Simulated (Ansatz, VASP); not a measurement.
# BeTe: VASP beside Ansatz

Contents of INCAR:

```
PREC = Accurate
ENCUT = 600
EDIFF = 1E-6
ISMEAR = -1
SIGMA = 0.05
LREAL = False
LASPH = True
NELM = 100
ALGO = Normal
ISIF = 3
LWAVE = False
LCHARG = False
GGA = CA
IBRION = 2
NSW = 80
EDIFFG = -0.02
```

The input KPOINTS:

```
Automatic mesh
0
Gamma
  8 8 8
```

Contents of POSCAR:

```
BeTe
1.0
    0.0000000000      2.7700000000      2.7700000000
    2.7700000000      0.0000000000      2.7700000000
    2.7700000000      2.7700000000      0.0000000000
Te Be
1 1
Direct
    0.7500000000      0.7500000000      0.7500000000
    0.0000000000      0.0000000000      0.0000000000
```

input.yaml

```yaml
crystal:
  lattice:
    - [0.0, 2.77, 2.77]
    - [2.77, 0.0, 2.77]
    - [2.77, 2.77, 0.0]
  atoms:
    - { symbol: Te, position: [0.75, 0.75, 0.75] }
    - { symbol: Be, position: [0.0, 0.0, 0.0] }
kpoints:
  mp_grid: { grid: [8, 8, 8] }
scf:
  occupations: { method: fermi_dirac, width: 0.05 }
hamiltonian:
  xc: lda
  pseudopotentials: { kind: all_electron, lapw: { basis_error: 0.001 } }
output:
  forces: true
  stress: true
relax:
  f_tol: 0.02
  max_steps: 60
  cell: {}
```

Alike in both runs: task relaxation of cell and atoms; functional LDA; k mesh 8 × 8 × 8; occupations fermi-dirac, width 0.05 eV; no spin polarisation.

|  | VASP | Ansatz |
| --- | --- | --- |
| version | VASP 6.6.1 | Ansatz 0.2.0 |
| potentials or method | VASP PAW LDA potentials, release 64 (Te, Be), cutoff 600 eV | all-electron LAPW, scalar-relativistic |

Ansatz gave:

* relaxed volume (Å³/atom): 21.43
* relaxed cell length with the largest relative difference (Å): 3.928

Q: What did VASP give for the same quantities?

A: Relaxed volume (Å³/atom): 21.51; relaxed cell length with the largest relative difference (Å): 3.933.

LDA's correlation is that of Perdew and Zunger in VASP and of Perdew and Wang (1992) in Ansatz. Ansatz ran all-electron here, and VASP with PAW potentials.

Spin-orbit coupling is off throughout.
